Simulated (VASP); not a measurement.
Here is a VASP 6.6.1 calculation.

INCAR

```
  ALGO = Normal
  EDIFF = 1E-7
  ENCUT = 520
  GGA = PE
  ISIF = 2
  ISMEAR = 0
  ISPIN = 2
  LASPH = T
  LCHARG = F
  LMAXMIX = 4
  LORBIT = 11
  LREAL = F
  LWAVE = F
  MAGMOM = 0.75
  NBANDS = 15
  NELM = 150
  PREC = Accurate
  SIGMA = 0.2
```

Contents of KPOINTS:

```
k-points
0
Gamma
  20 20 20
```

Contents of POSCAR:

```
Ni
1.0
    0.0000000000      1.7598968061      1.7598968061
    1.7598968061      0.0000000000      1.7598968061
    1.7598968061      1.7598968061      0.0000000000
Ni
1
Direct
    0.0000000000      0.0000000000      0.0000000000
```

Potentials or basis: VASP PAW PBE potentials, release 64 (Ni).

Run with:

```bash
$ cat potpaw_PBE.64/Ni/POTCAR > POTCAR
$ mpirun -np 1 vasp_std > vasp.out
```

(1) Predict the site moments.

(2) What does it give for the pressure?

(3) Predict the net moment.

Results:

(1) Ni +0.64 μB.

(2) -0.1 GPa.

(3) 0.62 μB per cell.
